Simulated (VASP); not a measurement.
# MgO (Periclase) (Fm-3m) in VASP: a series of runs

The runs below take MgO (Periclase) through single point, with PBE.

All numbers are computed with VASP 6.6.1; they aren't measurements. Logs are shortened: lines on timing, memory, paths and dates and some standing lists are left out, and cuts for length are marked.

### 1 The cell of the first run

The structure is cubic, space group Fm-3m (No. 225). Conventional cell: a = 4.059 Å, b = 4.059 Å, c = 4.059 Å, α = 90.00°, β = 90.00°, γ = 90.00°. Within 2.7 Å of Mg (site symmetry m-3m) lie 6 O at 2.03 Å. Within 2.7 Å of O (site symmetry m-3m) lie 6 Mg at 2.03 Å.

### 2 Single point, PBE (volume changed by -10%)

INCAR reads:

```
ALGO     = Normal         # electronic algorithm
EDIFF    = 1E-6           # SCF threshold, eV
ENCUT    = 520            # plane-wave cutoff, eV
GGA      = PE             # functional
ISIF     = 2              # what is computed and relaxed
ISMEAR   = 0              # smearing method
LASPH    = T              # aspherical terms in the spheres
LCHARG   = F              # write CHGCAR
LREAL    = F              # projectors in reciprocal space
LWAVE    = F              # write WAVECAR
NBANDS   = 11             # bands
NELM     = 80             # most SCF steps
PREC     = Accurate       # precision mode
SIGMA    = 0.01           # smearing width, eV
```

KPOINTS reads:

```
k-points
0
Gamma
  6 6 6
```

POSCAR reads:

```
MgO
1.0
    0.0000000000      2.0296209140      2.0296209140
    2.0296209140      0.0000000000      2.0296209140
    2.0296209140      2.0296209140      0.0000000000
Mg O
1 1
Direct
    0.0000000000      0.0000000000      0.0000000000
    0.5000000000      0.5000000000      0.5000000000
```

Potentials or basis: VASP PAW PBE potentials, release 64 (Mg, O).

Started as:

```bash
$ cat potpaw_PBE.64/Mg/POTCAR potpaw_PBE.64/O/POTCAR > POTCAR
$ mpirun -np 1 vasp_std > vasp.out
```

OUTCAR:

```text
EDIFF = 1E-6
   ENCUT = 520
   GGA = PE
   ISIF = 2
   ISMEAR = 0
   LASPH = T
   LREAL = F
   NELM = 80
   PREC = Accurate

 ion  position               nearest neighbor table
   1  0.000  0.000  0.000-   2 2.03   2 2.03   2 2.03   2 2.03   2 2.03   2 2.03
   2  0.500  0.500  0.500-   1 2.03   1 2.03   1 2.03   1 2.03   1 2.03   1 2.03

  LATTYP: Found a face centered cubic cell.
 ALAT       =     4.0592418280

  Lattice vectors:

 A1 = (   0.0000000000,   2.0296209140,   2.0296209140)
 A2 = (   2.0296209140,   0.0000000000,   2.0296209140)
 A3 = (   2.0296209140,   2.0296209140,   0.0000000000)

Analysis of symmetry for initial positions (statically):
=====================================================================
 Subroutine PRICEL returns:
 Original cell was already a primitive cell.

 Routine SETGRP: Setting up the symmetry group for a
 face centered cubic supercell.

 Subroutine GETGRP returns: Found 48 space group operations
 (whereof 48 operations were pure point group operations)
 out of a pool of 48 trial point group operations.

The static configuration has the point symmetry O_h .

Analysis of symmetry for dynamics (positions and initial velocities):
=====================================================================
 Subroutine PRICEL returns:
 Original cell was already a primitive cell.

 Routine SETGRP: Setting up the symmetry group for a
 face centered cubic supercell.

 Subroutine GETGRP returns: Found 48 space group operations
 (whereof 48 operations were pure point group operations)
 out of a pool of 48 trial point group operations.

The dynamic configuration has the point symmetry O_h .

 Subroutine INISYM returns: Found 48 space group operations
 (whereof 48 operations are pure point group operations),
 and found     1 'primitive' translations

----------------------------------------------------------------------------------------

                                     Primitive cell

  volume of cell :      16.7215

  direct lattice vectors                    reciprocal lattice vectors
     0.000000000  2.029620914  2.029620914    -0.246351423  0.246351423  0.246351423
     2.029620914  0.000000000  2.029620914     0.246351423 -0.246351423  0.246351423
     2.029620914  2.029620914  0.000000000     0.246351423  0.246351423 -0.246351423

  length of vectors
     2.870317423  2.870317423  2.870317423     0.426693181  0.426693181  0.426693181

  position of ions in fractional coordinates (direct lattice)
     0.000000000  0.000000000  0.000000000
     0.500000000  0.500000000  0.500000000

  ion indices of the primitive-cell ions
   primitive index   ion index
                 1           1
                 2           2

----------------------------------------------------------------------------------------

 KPOINTS: k-points

Automatic generation of k-mesh.
 Grid dimensions read from file:
 generate k-points for:    6    6    6

 Generating k-lattice:

  Cartesian coordinates                     Fractional coordinates (reciprocal lattice)
    -0.041058570  0.041058570  0.041058570     0.166666667  0.000000000  0.000000000
     0.041058570 -0.041058570  0.041058570     0.000000000  0.166666667  0.000000000
     0.041058570  0.041058570 -0.041058570     0.000000000  0.000000000  0.166666667

  Length of vectors
     0.071115530  0.071115530  0.071115530

  Shift w.r.t. Gamma in fractional coordinates (k-lattice)
     0.000000000  0.000000000  0.000000000

 Subroutine IBZKPT returns following result:
 ===========================================

 Found     16 irreducible k-points:

 Following reciprocal coordinates:
            Coordinates               Weight
  0.000000  0.000000  0.000000      1.000000
  0.166667  0.000000  0.000000      8.000000
  0.333333  0.000000  0.000000      8.000000
  0.500000  0.000000  0.000000      4.000000
  0.166667  0.166667  0.000000      6.000000
  0.333333  0.166667  0.000000     24.000000
[... 8 lines left out ...]
 -0.333333  0.333333  0.166667     24.000000
 -0.333333  0.500000  0.166667     12.000000
   k-points           NKPTS =     16   k-points in BZ     NKDIM =     16   number of bands    NBANDS=     11
   number of dos      NEDOS =    301   number of ions     NIONS =      2
   total plane-waves  NPLWV =  13824
   dimension x,y,z NGX =    24 NGY =   24 NGZ =   24
   dimension x,y,z NGXF=    48 NGYF=   48 NGZF=   48
   ions per type =               1   1
   NGX,Y,Z   is equivalent  to a cutoff of  13.90, 13.90, 13.90 a.u.
   NGXF,Y,Z  is equivalent  to a cutoff of  27.80, 27.80, 27.80 a.u.
 SYSTEM =  unknown system
   PREC   = accura    normal or accurate (medium, high low for compatibility)
   ISTART =      0    job   : 0-new  1-cont  2-samecut
   ICHARG =      2    charge: 1-file 2-atom 10-const
   ISPIN  =      1    spin polarized calculation?
   LNONCOLLINEAR =      F non collinear calculations
   LSORBIT =      F    spin-orbit coupling
   LASPH  =      T    aspherical Exc in radial PAW
   ENCUT  =  520.0 eV  38.22 Ry    6.18 a.u.   5.34  5.34  5.34*2*pi/ulx,y,z
   NELM   =     80;   NELMIN=  2; NELMDL= -5     # of ELM steps
   EDIFF  = 0.1E-05   stopping-criterion for ELM
   LREAL  =      F    real-space projection
   EDIFFG = 0.1E-04   stopping-criterion for IOM
   NSW    =      0    number of steps for IOM
   IBRION =     -1    ionic relax: 0-MD 1-quasi-New 2-CG
   NFREE  =      0    steps in history (QN), initial steepest desc. (CG)
   ISIF   =      2    stress and relaxation
   ISYM   =      2    0-nonsym 1-usesym 2-fastsym
   POTIM  = 0.5000    time-step for ionic-motion
   TEBEG  =    0.0;   TEEND  =   0.0 temperature during run
   PSTRESS=    0.0 pullay stress
   NELECT =       8.0000    total number of electrons
   NUPDOWN=      -1.0000    fix difference up-down
   EMIN   =  10.00;   EMAX   =-10.00  energy-range for DOS
   EFERMI =   0.00;   METHOD = LEGACY
   ISMEAR =     0;   SIGMA  =   0.01  broadening in eV -4-tet -1-fermi 0-gaus
   EFERMI_NEDOS =   21; number of points for ismear=-14 and -15
   IALGO  =     38    algorithm
   IMIX   =      4    mixing-type and parameters
     AMIX     =   0.40;   BMIX     =  1.00
     AMIX_MAG =   1.60;   BMIX_MAG =  1.00
  volume/ion in A,a.u.               =       8.36        56.42
  Fermi-wavevector in a.u.,A,eV,Ry     =   1.280403  2.419610 22.305812  1.639431
  Thomas-Fermi vector in A             =   2.412833
   LORBIT       =      0    0 simple, 1 ext, 2 COOP (PROOUT), +10 PAW based schemes
   GGA     = PE    functional components
   LHFCALC =     F    Hartree Fock is set to
   AEXX    =    0.0000 exact exchange contribution
   IVDW    =     0    specifies the selected vdW correction
   LEPSILON=     F    determine dielectric tensor
   LRPA    =     F    only Hartree local field effects (RPA)
 non-spin polarized calculation
 Gauss-broadening in eV      SIGMA  =   0.01
  energy-cutoff  :      520.00
  volume of cell :       16.72
 maximum number of plane-waves:       464
 NGX is ok and might be reduce to    24
   NGX = 11   NGY = 11   NGZ = 11

 number of electron       7.9999998 magnetization

 Free energy of the ion-electron system (eV)
  ---------------------------------------------------
  ext. energy  EPLUGINS =         0.00000000
  ---------------------------------------------------
  free energy    TOTEN  =       -11.72372384 eV

  energy without entropy =      -11.72372384  energy(sigma->0) =      -11.72372384

 E-fermi :   4.1565     XC(G=0): -11.6163

 val. band max:        4.0727496040   @ k =   0.0000   0.0000   0.0000
 cond. band min:       9.9559755738   @ k =   0.0000   0.0000   0.0000
 fundamental gap:      5.8832259698
 Fermi energy:         4.1564603000

 k-point     1 :       0.0000    0.0000    0.0000
  band No.  band energies     occupation
      1     -13.7990      2.00000
      2       4.0727      2.00000
      3       4.0727      2.00000
      4       4.0727      2.00000
      5       9.9560      0.00000
      6      20.4942      0.00000
      7      20.4942      0.00000
      8      20.4942      0.00000
      9      24.7145      0.00000
     10      26.6248      0.00000
     11      26.6248      0.00000

 k-point     2 :       0.1667    0.0000    0.0000
  band No.  band energies     occupation
      1     -13.4577      2.00000
      2       2.4729      2.00000
      3       3.8612      2.00000
      4       3.8612      2.00000
      5      11.3557      0.00000
      6      18.1391      0.00000
      7      21.1920      0.00000
      8      21.1920      0.00000
      9      25.5447      0.00000
     10      25.5447      0.00000
     11      27.9957      0.00000

 k-point     3 :       0.3333    0.0000    0.0000
  band No.  band energies     occupation
      1     -12.6747      2.00000
      2       0.0446      2.00000
      3       3.4679      2.00000
      4       3.4679      2.00000
      5      12.6501      0.00000
      6      17.3731      0.00000
      7      21.7261      0.00000
      8      21.7261      0.00000
      9      26.2472      0.00000
     10      26.2472      0.00000
     11      27.3674      0.00000

 k-point     4 :       0.5000    0.0000    0.0000
  band No.  band energies     occupation
      1     -12.2126      2.00000
      2      -1.0559      2.00000
      3       3.2841      2.00000
      4       3.2841      2.00000
      5      12.6969      0.00000
      6      17.9744      0.00000
      7      21.5561      0.00000
      8      21.5561      0.00000
      9      26.7195      0.00000
     10      28.0140      0.00000
     11      28.0140      0.00000
[... 127 lines left out ...]
 k-point    14 :       0.5000    0.3333    0.1667
  band No.  band energies     occupation
      1     -12.2211      2.00000
      2       0.1610      2.00000
      3       1.9778      2.00000
      4       2.9016      2.00000
      5      15.2444      0.00000
      6      15.6536      0.00000
      7      18.9050      0.00000
      8      22.7435      0.00000
      9      24.8449      0.00000
     10      28.4555      0.00000
     11      33.9232      0.00000

 k-point    15 :      -0.3333    0.3333    0.1667
  band No.  band energies     occupation
      1     -11.9404      2.00000
      2       0.0700      2.00000
      3       1.2910      2.00000
      4       2.6267      2.00000
      5      15.4548      0.00000
      6      16.9015      0.00000
      7      18.1725      0.00000
      8      22.0529      0.00000
      9      26.2594      0.00000
     10      27.6298      0.00000
     11      33.7816      0.00000

 k-point    16 :      -0.3333    0.5000    0.1667
  band No.  band energies     occupation
      1     -11.8616      2.00000
      2       0.0882      2.00000
      3       1.5468      2.00000
      4       2.2027      2.00000
      5      15.0745      0.00000
      6      16.8450      0.00000
      7      17.5769      0.00000
      8      22.1765      0.00000
      9      25.9164      0.00000
     10      30.2963      0.00000
     11      32.2282      0.00000

------------------------ aborting loop because EDIFF is reached ----------------------------------------

  FORCE on cell =-STRESS in cart. coord.  units (eV):
  Direction    XX          YY          ZZ          XY          YZ          ZX
  --------------------------------------------------------------------------------------
  -------------------------------------------------------------------------------------
  Total        2.8502068      2.8502068      2.8502068      0.0000000      0.0000000      0.0000000
  in kB      273.0940093    273.0940093    273.0940093      0.0000000      0.0000000      0.0000000
  external PRESSURE =     273.0940093 kB  Pullay stress =       0.0000000 kB

 VOLUME and BASIS-vectors are now :
 -----------------------------------------------------------------------------
  energy-cutoff  :      520.00
  volume of cell :       16.72
      direct lattice vectors                 reciprocal lattice vectors
     0.000000000  2.029620914  2.029620914    -0.246351423  0.246351423  0.246351423
     2.029620914  0.000000000  2.029620914     0.246351423 -0.246351423  0.246351423
     2.029620914  2.029620914  0.000000000     0.246351423  0.246351423 -0.246351423

 POSITION                                       TOTAL-FORCE (eV/Angst)
 -----------------------------------------------------------------------------------
      0.00000      0.00000      0.00000        -0.000000      0.000000     -0.000000
      2.02962      2.02962      2.02962         0.000000     -0.000000      0.000000
 -----------------------------------------------------------------------------------
    total drift:                               -0.000000     -0.000000      0.000000

  FREE ENERGIE OF THE ION-ELECTRON SYSTEM (eV)
  ---------------------------------------------------
  free  energy   TOTEN  =       -11.7237238367 eV

  energy  without entropy=      -11.7237238367  energy(sigma->0) =      -11.72372384
```

Wall time 8.5 s (1 thread of Intel Xeon 6975P-C, shared host); peak memory 0.13 GiB.

What came out:

```yaml
Free_energy: -11.7237 eV
Pressure: 27.3 GPa
Band_gap_on_the_k_mesh: 5.88 eV, direct
```

Caveat: the k points lie up to 0.45 Å⁻¹ apart.

### 3 Single point, PBE (volume changed by +5%)

INCAR reads:

```
ALGO = Normal ; EDIFF = 1E-7
ENCUT = 520 ; GGA = PE
ISIF = 2 ; ISMEAR = 0
LASPH = True ; LCHARG = True
LELF = True ; LREAL = False
LVHAR = True ; LWAVE = False
NBANDS = 11 ; NELM = 60
PREC = Accurate ; SIGMA = 0.01
```

KPOINTS is that of step 2.

POSCAR reads:

```
MgO
1.0
    0.0000000000      2.1366359233      2.1366359233
    2.1366359233      0.0000000000      2.1366359233
    2.1366359233      2.1366359233      0.0000000000
Mg O
1 1
Direct
    0.0000000000      0.0000000000      0.0000000000
    0.5000000000      0.5000000000      0.5000000000
```

Potentials or basis: VASP PAW PBE potentials, release 64 (Mg, O).

Started as:

```bash
$ cat potpaw_PBE.64/Mg/POTCAR potpaw_PBE.64/O/POTCAR > POTCAR
$ mpirun -np 1 vasp_std > vasp.out
```

Run time: 8.1 s. Hardware: 1 thread of Intel Xeon 6975P-C, shared host; peak memory 0.14 GiB.

Results (log left out):

```yaml
Free_energy: -11.9087 eV
Pressure: -2.7 GPa
Band_gap_on_the_k_mesh: 4.32 eV, direct
```

Levels at points of the mesh, in eV from the valence-band top:
| k point | band 1 | band 2 | band 3 | band 4 | band 5 | band 6 | band 7 | band 8 | band 9 |
| --- | --- | --- | --- | --- | --- | --- | --- | --- | --- |
| (0.00, 0.00, 0.00) | -17.05 | 0.00 | 0.00 | 0.00 | 4.32 | 15.55 | 15.55 | 15.55 | 19.36 |
| (0.50, 0.00, 0.00) | -15.87 | -4.43 | -0.61 | -0.61 | 7.62 | 12.12 | 15.87 | 15.87 | 20.25 |
| (0.50, 0.50, 0.00) | -15.63 | -3.91 | -1.29 | -1.29 | 9.06 | 9.50 | 12.65 | 18.32 | 18.32 |

Caveat: the k points lie up to 0.42 Å⁻¹ apart.

### 4 Single point, PBE (volume changed by +10%)

INCAR reads:

```
SYSTEM = MgO
PREC = Accurate
ENCUT = 520
EDIFF = 1E-6
ISMEAR = 0
SIGMA = 0.01
LREAL = .FALSE.
LASPH = .TRUE.
NELM = 60
ALGO = Normal
ISIF = 2
LWAVE = .FALSE.
LCHARG = .TRUE.
GGA = PE
LELF = .TRUE.
LVHAR = .TRUE.
NBANDS = 11
```

KPOINTS reads:

```
Automatic mesh
0
G
  6 6 6
  0 0 0
```

POSCAR reads:

```
MgO
1.0
    0.0000000000      2.1700262528      2.1700262528
    2.1700262528      0.0000000000      2.1700262528
    2.1700262528      2.1700262528      0.0000000000
Mg O
1 1
Direct
    0.0000000000      0.0000000000      0.0000000000
    0.5000000000      0.5000000000      0.5000000000
```

Started as:

```bash
$ cat potpaw_PBE.64/Mg/POTCAR potpaw_PBE.64/O/POTCAR > POTCAR
$ mpirun -np 1 vasp_std > vasp.out
```

Wall time 6.7 s (1 thread of Intel Xeon 6975P-C, shared host); peak memory 0.14 GiB.

Results (log left out):

| Property | Result |
| --- | --- |
| Free energy | -11.8762 eV |
| Pressure | -8.7 GPa |
| Band gap on the k mesh | 3.90 eV, direct |

Levels at points of the mesh, in eV from the valence-band top:
```
           k point  band 2  band 3  band 4  band 5  band 6  band 7
(0.00, 0.00, 0.00)    0.00    0.00    0.00    3.90   15.29   15.29
(0.50, 0.00, 0.00)   -4.24   -0.56   -0.56    7.34   11.60   15.40
(0.50, 0.50, 0.00)   -3.73   -1.23   -1.23    9.00    9.02   12.17
```

### 5 Overview

| cell | gap on the mesh (eV) | pressure (GPa) |
| --- | --- | --- |
| a = 2.870 Å, angles 60.0°, 2 atoms | 5.88 | 27.3 |
| a = 3.022 Å, angles 60.0°, 2 atoms | 4.32 | -2.7 |
| a = 3.069 Å, angles 60.0°, 2 atoms | 3.90 | -8.7 |

Alike in all rows: task single point; level PBE; potentials or basis VASP PAW PBE potentials, release 64 (Mg, O); no spin polarisation; k mesh 6 × 6 × 6; cutoff (eV) 520; smearing gaussian 0.01 eV.

Caveats: some runs use coarse meshes.

Total energies depend on the potentials used, so only differences within one code and one set of settings carry meaning.
